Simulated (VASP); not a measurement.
Ga3Se: single point with PBEsol

Crystal: Ga3Se.

```xyz
4
Lattice="4.3726 0.0000 0.0000 0.0000 4.3726 0.0000 0.0000 0.0000 4.3726" Properties=species:S:1:pos:R:3 pbc="T T T"
Se    0.0000    0.0000    0.0000
Ga    2.1863    2.1863    0.0000
Ga    2.1863    0.0000    2.1863
Ga    0.0000    2.1863    2.1863
```

* Program: VASP 6.6.1
* Task: single point
* Functional: PBEsol
* Potentials or basis: VASP PAW PBE potentials, release 64 (Se, Ga_d)
* Cutoff: 520 eV
* k mesh: 6 × 6 × 6
* Occupations: fermi-dirac, width 0.05 eV
* Spin: no spin polarisation
* Dipole correction: no
* Further INCAR settings: ALGO = Normal; EDIFF = 1e-07; NBANDS = 30

```json
{"Pressure": "-2.1 GPa"}
```

Levels at points of the mesh, in eV from the Fermi level:
```tsv
k point	band 20	band 21	band 22	band 23	band 24	band 25	band 26	band 27
(0.00, 0.00, 0.00)	-3.89	-2.77	-2.77	1.67	1.67	1.67	4.50	4.50
(0.50, 0.00, 0.00)	-2.90	-2.01	-1.06	-0.33	-0.33	1.08	4.20	4.31
(0.50, 0.50, 0.00)	-2.23	-0.84	-0.61	-0.61	1.47	1.63	1.63	1.88
(0.50, 0.50, 0.50)	-5.10	-5.10	-5.10	-3.65	4.16	4.16	4.16	8.85
```

Wall time 20 s on 1 thread of Intel(R) Xeon(R) 6975P-C (Granite Rapids), on a shared host, peak memory 0.22 GiB.

Caveat: the PAW data sets were made with another functional, which shifts forces and pressure a little.
